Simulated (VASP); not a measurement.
**W: relaxation of cell and atoms with PBE**

The system is W.

```xyz
1
Lattice="-1.4297 1.4297 1.4297 1.4297 -1.4297 1.4297 1.4297 1.4297 -1.4297" Properties=species:S:1:pos:R:3 pbc="T T T"
W     0.0000    0.0000    0.0000
```

- Program: VASP 6.6.1
- Task: relaxation of cell and atoms
- Functional: PBE
- Potentials or basis: VASP PAW PBE potentials, release 64 (W_sv)
- Cutoff: 600 eV
- k mesh: 19 × 19 × 19
- Occupations: fermi-dirac, width 0.1 eV
- Spin: no spin polarisation
- Target pressure: 190 GPa
- Dipole correction: no
- Further INCAR settings: ALGO = Normal; EDIFF = 1e-06; IBRION = 2; EDIFFG = -0.005; NSW = 60; ISIF = 3

The relaxed volume is 11.71 Å³/atom. The relaxed cell is a = 2.478 Å, b = 2.478 Å, c = 2.478 Å, α = 109.47°, β = 109.47°, γ = 109.47° and the space group after relaxing (to 0.1 Å) is Im-3m (No. 229). The energy change on relaxing (the run minimises the enthalpy) is -30.1 meV/atom and the ionic steps are 3. The pressure after relaxing is 190.0 GPa. The band gap on the k mesh is zero (bands 7 and 8 overlap by 9.07 eV).

The path:
```csv
step,energy change (eV),largest force (eV/Å),pressure (GPa),volume (Å³)
1,0.0000,0.0000,192.09,11.69
2,-0.2942,0.0000,171.34,11.95
3,-0.0301,0.0000,190.00,11.71
```

Final structure:
```
W
1.0
    -1.43073    1.43073    1.43073
     1.43073   -1.43073    1.43073
     1.43073    1.43073   -1.43073
W
1
Cartesian
  0.0000 0.0000 0.0000
```

Levels at points of the mesh, in eV from the Fermi level:
```
           k point  band 3  band 4  band 5  band 6  band 7  band 8  band 9  band 10  band 11
(0.00, 0.00, 0.00)  -36.98  -36.98  -11.27   -2.09   -2.09   -2.09    2.77     2.77    14.90
```

Wall time 81 s on 1 thread of AMD EPYC 7R13, with other jobs on the host, peak memory 0.13 GiB.

Caveat: the cell is relaxed towards a set pressure, so the run minimises the enthalpy, not the energy; spin-orbit coupling is left out, which moves the levels of the heavy elements.
